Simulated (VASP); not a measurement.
Crystal: La2O3.

```xyz
5
Lattice="6.3492 0.0000 0.0000 -3.1746 5.4986 0.0000 0.0000 0.0000 3.3432" Properties=species:S:1:pos:R:3 pbc="T T T"
La    3.1746    1.8329    1.6716
La    0.0000    3.6657    1.6716
O     3.2255    0.0000    0.0000
O    -1.6128    2.7934    0.0000
O     1.5619    2.7052    0.0000
```

Base run:

| Property | Result |
| --- | --- |
| Program | VASP 6.6.1 |
| Functional | PBEsol |
| Potentials or basis | VASP PAW PBE potentials, release 64 (La, O) |
| Cutoff | 520 eV |
| k mesh | 5 × 5 × 8 |
| Occupations | fermi-dirac, width 0.05 eV |
| Spin | no spin polarisation |

Its results: band gap on the k mesh 1.66 eV (least direct gap 2.05 eV); pressure -4.7 GPa; largest force 0.080 eV/Å.

**Question.** The run is repeated on the same cell with these changes: functional from PBEsol to PBE. What comes out?

**Answer.** Band gap on the k mesh 1.73 eV (least direct gap 2.12 eV); pressure -1.8 GPa; largest force 0.066 eV/Å.

PBE binds less tightly than PBEsol, so the same cell stands under more pressure.

Caveats: spin-orbit coupling is left out, which moves the levels of the heavy elements; an odd mesh through Γ misses points on the zone boundary, where band edges can lie; the cell stands under tension (at least some runs); the PAW data sets were made with another functional, which shifts forces and pressure a little (at least some runs).
